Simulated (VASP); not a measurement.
# Cu in VASP: further runs

Cu is run at these levels: PBEsol; tasks: single point.

All numbers are computed with VASP 6.6.1; they aren't measurements. Logs are shortened: lines on timing, memory, paths and dates and some standing lists are left out, and cuts for length are marked.

### 1 The cell of the first run

The typed cell holds 1 atom: a = 2.565 Å, b = 2.598 Å, c = 2.506 Å, α = 59.95°, β = 60.31°, γ = 59.68°.

### 2 Single point, PBEsol

Input file INCAR:

```
PREC = Accurate ; ENCUT = 700
EDIFF = 1E-6 ; ISMEAR = -1
SIGMA = 0.005 ; LREAL = False
LASPH = True ; NELM = 120
ALGO = Normal ; ISIF = 2
LWAVE = False ; LCHARG = False
GGA = PS ; NBANDS = 16
GGA_COMPAT = False
```

Input file KPOINTS:

```
regular mesh
0
Gamma
  9 9 9
```

Input file POSCAR:

```
Cu
1.0
   -0.0044255800      1.7884307700      1.8385346600
    1.8229069400     -0.0174867600      1.8515958300
    1.7828182100      1.7614032200      0.0226019700
Cu
1
Direct
    0.0000000000      0.0000000000      0.0000000000
```

Potentials or basis: VASP PAW PBE potentials, release 64 (Cu_sv_GW).

The run is started by

```
cat potpaw_PBE.64/Cu_sv_GW/POTCAR > POTCAR
mpirun -np 1 vasp_std > vasp.out
```

OUTCAR:

```text
PREC = Accurate
   ENCUT = 700
   EDIFF = 1E-6
   ISMEAR = -1
   LREAL = False
   LASPH = True
   NELM = 120
   ISIF = 2
   GGA = PS

 ion  position               nearest neighbor table
   1  0.000  0.000  0.000-

  LATTYP: Found a triclinic cell.
 ALAT       =     2.5480546281
 B/A-ratio  =     1.0082882629
 C/A-ratio  =     0.9836094730
 COS(alpha) =     0.0119811773
 COS(beta)  =     0.4850611349
 COS(gamma) =     0.5027164128

  Lattice vectors:

 A1 = (  -1.7872437900,   0.0270275500,   1.8159326900)
 A2 = (  -1.8273325200,   1.8059175300,  -0.0130611700)
 A3 = (  -1.7828182100,  -1.7614032200,  -0.0226019700)

Analysis of symmetry for initial positions (statically):
=====================================================================
 Subroutine PRICEL returns:
 Original cell was already a primitive cell.

 Routine SETGRP: Setting up the symmetry group for a
 triclinic supercell.

 Subroutine GETGRP returns: Found  2 space group operations
 (whereof  2 operations were pure point group operations)
 out of a pool of  2 trial point group operations.

The static configuration has the point symmetry S_2 .

Analysis of symmetry for dynamics (positions and initial velocities):
=====================================================================
 Subroutine PRICEL returns:
 Original cell was already a primitive cell.

 Routine SETGRP: Setting up the symmetry group for a
 triclinic supercell.

 Subroutine GETGRP returns: Found  2 space group operations
 (whereof  2 operations were pure point group operations)
 out of a pool of  2 trial point group operations.

The dynamic configuration has the point symmetry S_2 .

 Subroutine INISYM returns: Found  2 space group operations
 (whereof  2 operations are pure point group operations),
 and found     1 'primitive' translations

----------------------------------------------------------------------------------------

                                     Primitive cell

  volume of cell :      11.8051

  direct lattice vectors                    reciprocal lattice vectors
    -0.004425580  1.788430770  1.838534660    -0.276304818  0.276140091  0.274631622
     1.822906940 -0.017486760  1.851595830     0.270898396 -0.277666181  0.270751286
     1.782818210  1.761403220  0.022601970     0.283233940  0.284595303 -0.276157710

  length of vectors
     2.564900369  2.598403859  2.506290670     0.477514638  0.473065226  0.487318204

  position of ions in fractional coordinates (direct lattice)
     0.000000000  0.000000000  0.000000000

  ion indices of the primitive-cell ions
   primitive index   ion index
                 1           1

----------------------------------------------------------------------------------------

 KPOINTS: regular mesh

Automatic generation of k-mesh.
 Grid dimensions read from file:
 generate k-points for:    9    9    9

 Generating k-lattice:

  Cartesian coordinates                     Fractional coordinates (reciprocal lattice)
    -0.030700535  0.030682232  0.030514625     0.111111111  0.000000000  0.000000000
     0.030099822 -0.030851798  0.030083476     0.000000000  0.111111111  0.000000000
     0.031470438  0.031621700 -0.030684190     0.000000000 -0.000000000  0.111111111

  Length of vectors
     0.053057182  0.052562803  0.054146467

  Shift w.r.t. Gamma in fractional coordinates (k-lattice)
     0.000000000  0.000000000  0.000000000

 Subroutine IBZKPT returns following result:
 ===========================================

 Found    365 irreducible k-points:

 Following reciprocal coordinates:
            Coordinates               Weight
  0.000000  0.000000  0.000000      1.000000
  0.111111  0.000000  0.000000      2.000000
  0.222222  0.000000  0.000000      2.000000
  0.333333 -0.000000  0.000000      2.000000
  0.444444  0.000000  0.000000      2.000000
  0.000000  0.111111  0.000000      2.000000
[... 16 lines left out ...]
 -0.111111  0.222222  0.000000      2.000000
  0.000000  0.333333 -0.000000      2.000000
 [... further k-points ...]
   k-points           NKPTS =    365   k-points in BZ     NKDIM =    365   number of bands    NBANDS=     16
   number of dos      NEDOS =    301   number of ions     NIONS =      1
   total plane-waves  NPLWV =  13824
   dimension x,y,z NGX =    24 NGY =   24 NGZ =   24
   dimension x,y,z NGXF=    48 NGYF=   48 NGZF=   48
   ions per type =               1
   NGX,Y,Z   is equivalent  to a cutoff of  15.56, 15.36, 15.92 a.u.
   NGXF,Y,Z  is equivalent  to a cutoff of  31.11, 30.71, 31.84 a.u.
 SYSTEM =  unknown system
   PREC   = accura    normal or accurate (medium, high low for compatibility)
   ISTART =      0    job   : 0-new  1-cont  2-samecut
   ICHARG =      2    charge: 1-file 2-atom 10-const
   ISPIN  =      1    spin polarized calculation?
   LNONCOLLINEAR =      F non collinear calculations
   LSORBIT =      F    spin-orbit coupling
   LASPH  =      T    aspherical Exc in radial PAW
   ENCUT  =  700.0 eV  51.45 Ry    7.17 a.u.   5.53  5.61  5.41*2*pi/ulx,y,z
   NELM   =    120;   NELMIN=  2; NELMDL= -5     # of ELM steps
   EDIFF  = 0.1E-05   stopping-criterion for ELM
   LREAL  =      F    real-space projection
   EDIFFG = 0.1E-04   stopping-criterion for IOM
   NSW    =      0    number of steps for IOM
   IBRION =     -1    ionic relax: 0-MD 1-quasi-New 2-CG
   NFREE  =      0    steps in history (QN), initial steepest desc. (CG)
   ISIF   =      2    stress and relaxation
   ISYM   =      2    0-nonsym 1-usesym 2-fastsym
   POTIM  = 0.5000    time-step for ionic-motion
   TEBEG  =    0.0;   TEEND  =   0.0 temperature during run
   PSTRESS=    0.0 pullay stress
   NELECT =      19.0000    total number of electrons
   NUPDOWN=      -1.0000    fix difference up-down
   EMIN   =  10.00;   EMAX   =-10.00  energy-range for DOS
   EFERMI =   0.00;   METHOD = LEGACY
   ISMEAR =    -1;   SIGMA  =   0.01  broadening in eV -4-tet -1-fermi 0-gaus
   EFERMI_NEDOS =   21; number of points for ismear=-14 and -15
   IALGO  =     38    algorithm
   IMIX   =      4    mixing-type and parameters
     AMIX     =   0.40;   BMIX     =  1.00
     AMIX_MAG =   1.60;   BMIX_MAG =  1.00
  volume/ion in A,a.u.               =      11.81        79.66
  Fermi-wavevector in a.u.,A,eV,Ry     =   1.918535  3.625505 50.079987  3.680775
  Thomas-Fermi vector in A             =   2.953512
   LORBIT       =      0    0 simple, 1 ext, 2 COOP (PROOUT), +10 PAW based schemes
   GGA     = PS    functional components
   LHFCALC =     F    Hartree Fock is set to
   AEXX    =    0.0000 exact exchange contribution
   IVDW    =     0    specifies the selected vdW correction
   LEPSILON=     F    determine dielectric tensor
   LRPA    =     F    only Hartree local field effects (RPA)
 non-spin polarized calculation
  energy-cutoff  :      700.00
  volume of cell :       11.81
 maximum number of plane-waves:       525
 NGX is ok and might be reduce to    24
   NGX = 11   NGY = 11   NGZ = 11

 number of electron      19.0000004 magnetization

 Free energy of the ion-electron system (eV)
  ---------------------------------------------------
  ext. energy  EPLUGINS =         0.00000000
  ---------------------------------------------------
  free energy    TOTEN  =        -4.38522505 eV

  energy without entropy =       -4.38519267  energy(sigma->0) =       -4.38520886

 E-fermi :   7.4553     XC(G=0): -13.5515

 val. band max:        7.4501904655   @ k =   0.3333   0.0000   0.4444
 cond. band min:       7.4665140346   @ k =  -0.1111   0.4444   0.0000
 fundamental gap:      0.0163235691
 Fermi energy:         7.4553218548

 k-point     1 :       0.0000    0.0000    0.0000
  band No.  band energies     occupation
      1    -104.8316      2.00000
      2     -62.3102      2.00000
      3     -62.3054      2.00000
      4     -62.3021      2.00000
      5      -2.0392      2.00000
      6       4.3061      2.00000
[... 8 lines left out ...]
     15      34.4021      0.00000
     16      34.9216      0.00000

 k-point     2 :       0.1111    0.0000    0.0000
  band No.  band energies     occupation
      1    -104.8292      2.00000
      2     -62.3202      2.00000
      3     -62.3079      2.00000
      4     -62.3035      2.00000
      5      -1.5958      2.00000
      6       4.2939      2.00000
[... 8 lines left out ...]
     15      35.9729      0.00000
     16      36.7870      0.00000

 k-point     3 :       0.2222    0.0000    0.0000
  band No.  band energies     occupation
      1    -104.8245      2.00000
      2     -62.3502      2.00000
      3     -62.3125      2.00000
      4     -62.3080      2.00000
      5      -0.3388      2.00000
      6       4.1408      2.00000
[... 8 lines left out ...]
     15      35.6286      0.00000
     16      36.8002      0.00000

 k-point     4 :       0.3333   -0.0000    0.0000
  band No.  band energies     occupation
      1    -104.8199      2.00000
      2     -62.3866      2.00000
      3     -62.3179      2.00000
      4     -62.3132      2.00000
      5       1.3242      2.00000
      6       4.3416      2.00000
[... 8 lines left out ...]
     15      33.4034      0.00000
     16      34.6925      0.00000

 k-point     5 :       0.4444    0.0000    0.0000
  band No.  band energies     occupation
      1    -104.8164      2.00000
      2     -62.4093      2.00000
      3     -62.3211      2.00000
      4     -62.3163      2.00000
      5       2.2135      2.00000
      6       4.2440      2.00000
[... 8 lines left out ...]
     15      32.0490      0.00000
     16      33.2256      0.00000

 k-point     6 :       0.0000    0.1111    0.0000
  band No.  band energies     occupation
      1    -104.8298      2.00000
      2     -62.3175      2.00000
      3     -62.3108      2.00000
      4     -62.3037      2.00000
      5      -1.6047      2.00000
      6       4.2455      2.00000
[... 8 lines left out ...]
     15      36.3877      0.00000
     16      36.7358      0.00000

 k-point     7 :       0.1111    0.1111    0.0000
  band No.  band energies     occupation
      1    -104.8288      2.00000
      2     -62.3213      2.00000
      3     -62.3097      2.00000
      4     -62.3058      2.00000
      5      -1.4615      2.00000
      6       4.1641      2.00000
[... 8 lines left out ...]
     15      35.4383      0.00000
     16      37.4956      0.00000

 k-point     8 :       0.2222    0.1111   -0.0000
  band No.  band energies     occupation
      1    -104.8250      2.00000
      2     -62.3445      2.00000
      3     -62.3129      2.00000
      4     -62.3109      2.00000
      5      -0.4789      2.00000
      6       4.0046      2.00000
[... 8 lines left out ...]
     15      33.0152      0.00000
     16      36.9609      0.00000

 k-point     9 :       0.3333    0.1111    0.0000
  band No.  band energies     occupation
      1    -104.8202      2.00000
      2     -62.3773      2.00000
      3     -62.3189      2.00000
      4     -62.3160      2.00000
      5       1.0949      2.00000
      6       3.9577      2.00000
[... 8 lines left out ...]
     15      35.1701      0.00000
     16      36.9570      0.00000
[... 172 lines left out ...]
 k-point    19 :       0.4444    0.2222    0.0000
  band No.  band energies     occupation
      1    -104.8155      2.00000
      2     -62.3952      2.00000
      3     -62.3371      2.00000
      4     -62.3255      2.00000
      5       2.5805      2.00000
      6       3.6071      2.00000
[... 8 lines left out ...]
     15      35.2338      0.00000
     16      40.3887      0.00000

 k-point    20 :      -0.4444    0.2222    0.0000
  band No.  band energies     occupation
      1    -104.8138      2.00000
      2     -62.4004      2.00000
      3     -62.3478      2.00000
      4     -62.3240      2.00000
      5       3.0013      2.00000
      6       3.7247      2.00000
[... 8 lines left out ...]
     15      38.8411      0.00000
     16      39.9542      0.00000

 k-point    21 :      -0.3333    0.2222   -0.0000
  band No.  band energies     occupation
      1    -104.8151      2.00000
      2     -62.3897      2.00000
      3     -62.3530      2.00000
      4     -62.3193      2.00000
      5       2.9367      2.00000
      6       3.9010      2.00000
[... 8 lines left out ...]
     15      37.9808      0.00000
     16      39.1420      0.00000

 k-point    22 :      -0.2222    0.2222   -0.0000
  band No.  band energies     occupation
      1    -104.8185      2.00000
      2     -62.3723      2.00000
      3     -62.3460      2.00000
      4     -62.3131      2.00000
      5       1.9564      2.00000
      6       3.8517      2.00000
[... 8 lines left out ...]
     15      36.4717      0.00000
     16      38.1884      0.00000

 k-point    23 :      -0.1111    0.2222    0.0000
  band No.  band energies     occupation
      1    -104.8225      2.00000
      2     -62.3584      2.00000
      3     -62.3278      2.00000
      4     -62.3084      2.00000
      5       0.5353      2.00000
      6       3.9856      2.00000
[... 8 lines left out ...]
     15      34.7695      0.00000
     16      35.0646      0.00000

 k-point    24 :       0.0000    0.3333   -0.0000
  band No.  band energies     occupation
      1    -104.8203      2.00000
      2     -62.3804      2.00000
      3     -62.3201      2.00000
      4     -62.3111      2.00000
      5       1.2677      2.00000
      6       4.3192      2.00000
[... 8 lines left out ...]
     15      33.7465      0.00000
     16      34.8275      0.00000

 [... further k-points ...]

------------------------ aborting loop because EDIFF is reached ----------------------------------------

  FORCE on cell =-STRESS in cart. coord.  units (eV):
  Direction    XX          YY          ZZ          XY          YZ          ZX
  --------------------------------------------------------------------------------------
  -------------------------------------------------------------------------------------
  Total       -0.7225041     -0.6547794     -0.8824154      0.1895247     -0.0472619     -0.1135618
  in kB      -98.0577128    -88.8661674   -119.7607576     25.7221443     -6.4143455    -15.4125163
  external PRESSURE =    -102.2282126 kB  Pullay stress =       0.0000000 kB

 VOLUME and BASIS-vectors are now :
 -----------------------------------------------------------------------------
  energy-cutoff  :      700.00
  volume of cell :       11.81
      direct lattice vectors                 reciprocal lattice vectors
    -0.004425580  1.788430770  1.838534660    -0.276304818  0.276140091  0.274631622
     1.822906940 -0.017486760  1.851595830     0.270898396 -0.277666181  0.270751286
     1.782818210  1.761403220  0.022601970     0.283233940  0.284595303 -0.276157710

 POSITION                                       TOTAL-FORCE (eV/Angst)
 -----------------------------------------------------------------------------------
      0.00000      0.00000      0.00000         0.000000      0.000000     -0.000000
 -----------------------------------------------------------------------------------
    total drift:                                0.000000      0.000000     -0.000000

  FREE ENERGIE OF THE ION-ELECTRON SYSTEM (eV)
  ---------------------------------------------------
  free  energy   TOTEN  =        -4.3852250501 eV

  energy  without entropy=       -4.3851926654  energy(sigma->0) =       -4.38520886
```

It took 64 s on 1 thread of Intel Xeon Platinum 8488C (Sapphire Rapids), shared host; peak memory 0.26 GiB.

What came out:

```
Free energy : -4.3852 eV
Pressure    : -10.2 GPa
```

Stress tensor (GPa, compression positive):
```
 -9.81   2.57  -1.54
  2.57  -8.89  -0.64
 -1.54  -0.64 -11.98
```

Caveat: the PAW data sets were made with another functional, which shifts forces and pressure a little.

### 3 Single point, PBEsol

Input file INCAR:

```
SYSTEM = Cu
PREC = Accurate
ENCUT = 700
EDIFF = 1E-6
ISMEAR = -1
SIGMA = 0.1
LREAL = .False.
LASPH = .True.
NELM = 120
ALGO = Normal
ISIF = 2
LWAVE = .False.
LCHARG = .False.
GGA = PS
NBANDS = 16
GGA_COMPAT = .False.
```

Input file KPOINTS:

```
Automatic mesh
0
Gamma
  9 9 9
  0 0 0
```

POSCAR is that of step 2.

Potentials or basis: VASP PAW PBE potentials, release 64 (Cu_sv_GW).

The run is started by

```
cat potpaw_PBE.64/Cu_sv_GW/POTCAR > POTCAR
mpirun -np 1 vasp_std > vasp.out
```

It took 2.7 min on 1 thread of AMD EPYC 7R43 (Zen 3), shared host; peak memory 0.22 GiB.

The run converged. Its results:

* Free energy: -4.3889 eV
* Pressure: -10.3 GPa

Stress tensor (GPa, compression positive):
```
 -9.92   2.36  -1.54
  2.36  -9.49  -0.47
 -1.54  -0.47 -11.62
```

Levels at points of the mesh, in eV from the Fermi level:
```tsv
k point	band 7	band 8	band 9	band 10	band 11	band 12	band 13	band 14
(0.00, 0.00, 0.00)	-3.07	-2.93	-2.26	-2.14	22.41	24.48	25.01	26.08
```

Caveat: the PAW data sets were made with another functional, which shifts forces and pressure a little.

### 4 Single point, PBEsol

This run uses another cell than the first one, of 9.94 Å³/atom, 0.842 times its volume.

Input file INCAR:

```
SYSTEM = Cu
  ALGO = Fast
  EDIFF = 1E-6
  ENCUT = 520
  GGA = PS
  ISIF = 2
  ISMEAR = -1
  LASPH = .TRUE.
  LCHARG = .TRUE.
  LELF = .TRUE.
  LREAL = .FALSE.
  LVHAR = .TRUE.
  LWAVE = .FALSE.
  NBANDS = 12
  NELM = 100
  PREC = Accurate
  SIGMA = 0.05
```

Input file KPOINTS:

```
k-points
0
G
  13 12 13
  0 0 0
```

Input file POSCAR:

```
Cu
1.0
    0.0022078419      1.7021705862      1.7050884500
    1.7123658325     -0.0051443203      1.7123269127
    1.7050819117      1.7021738918      0.0021805967
Cu
1
Direct
    0.0000000000      0.0000000000      0.0000000000
```

Potentials or basis: VASP PAW PBE potentials, release 64 (Cu).

The run is started by

```
cat potpaw_PBE.64/Cu/POTCAR > POTCAR
mpirun -np 1 vasp_std > vasp.out
```

Wall time 62 s (1 thread of Intel Xeon Platinum 8259CL at 2.50GHz (Skylake/Cascade Lake), shared host); peak memory 0.17 GiB.

Results (log left out):

```yaml
Free_energy: -4.1936 eV
Pressure: 31.1 GPa
```

Levels at points of the mesh, in eV from the Fermi level:
```tsv
k point	band 2	band 3	band 4	band 5	band 6	band 7	band 8	band 9	band 10	band 11
(0.00, 0.00, 0.00)	-3.70	-3.66	-3.66	-2.60	-2.58	23.87	27.67	27.95	28.02	30.46
(0.00, 0.50, 0.00)	-3.72	-3.72	-1.86	-1.85	-1.69	4.55	22.38	24.89	24.91	27.68
```

Caveat: the PAW data sets were made with another functional, which shifts forces and pressure a little.

### 5 The runs side by side

| potentials or basis | cell | k mesh | cutoff (eV) | smearing | second run | gap on the mesh (eV) | pressure (GPa) |
| --- | --- | --- | --- | --- | --- | --- | --- |
| VASP PAW PBE potentials, release 64 (Cu_sv_GW) | a = 2.565, b = 2.598, c = 2.506 Å, angles 60.0, 60.3, 59.7°, 1 atom | 9 × 9 × 9 | 700 | fermi-dirac 0.005 eV | valence_matched | none | -10.2 |
| VASP PAW PBE potentials, release 64 (Cu_sv_GW) | a = 2.565, b = 2.598, c = 2.506 Å, angles 60.0, 60.3, 59.7°, 1 atom | 9 × 9 × 9 | 700 | fermi-dirac 0.1 eV | valence_matched | none | -10.3 |
| VASP PAW PBE potentials, release 64 (Cu) | a = 2.409, b = 2.422 Å, angles 60.0, 60.0, 60.0°, 1 atom | 13 × 12 × 13 | 520 | fermi-dirac 0.05 eV | - | none | 31.1 |

Alike in all rows: task single point; level PBEsol; no spin polarisation.

Caveats: the PAW data sets were made with another functional, which shifts forces and pressure a little.

Total energies depend on the potentials used, so only differences within one code and one set of settings carry meaning.
